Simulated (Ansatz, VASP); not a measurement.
## One calculation of In2BiSb, two programs

```
CELL_PARAMETERS angstrom
4.71290 0.00000 0.00000
0.00000 4.71290 0.00000
0.00000 0.00000 6.64201
ATOMIC_POSITIONS crystal
Sb 0.00000 0.00000 0.00000
In 0.00000 0.50000 0.75660
In 0.50000 0.00000 0.24340
Bi 0.50000 0.50000 0.50000
```

Alike in both runs: task single point; functional PBE; k mesh 4 × 4 × 4; no spin polarisation.

```csv
,VASP,Ansatz
version,VASP 6.6.1,Ansatz 0.2.0
potentials or method,"VASP PAW PBE potentials, release 64 (Sb, In_d, Bi_d)",plane waves
plane-wave cutoff (eV),520,420
occupations,"methfessel-paxton of order 1, width 0.2 eV","cold, width 0.2 eV"
valence electrons in the cell,46,56
```

|  | VASP | Ansatz | Ansatz less VASP |
| --- | --- | --- | --- |
| pressure (GPa) | 1.5 | 1.6 | +0.02 |
| rms of the force components (eV/Å) | 0.008 | 0.007 | -0.0011 |

VASP's potentials hold 46 valence electrons a cell and Ansatz's 56, so a difference there can come from the potentials and not from the codes.

Neither program's run includes spin-orbit coupling.
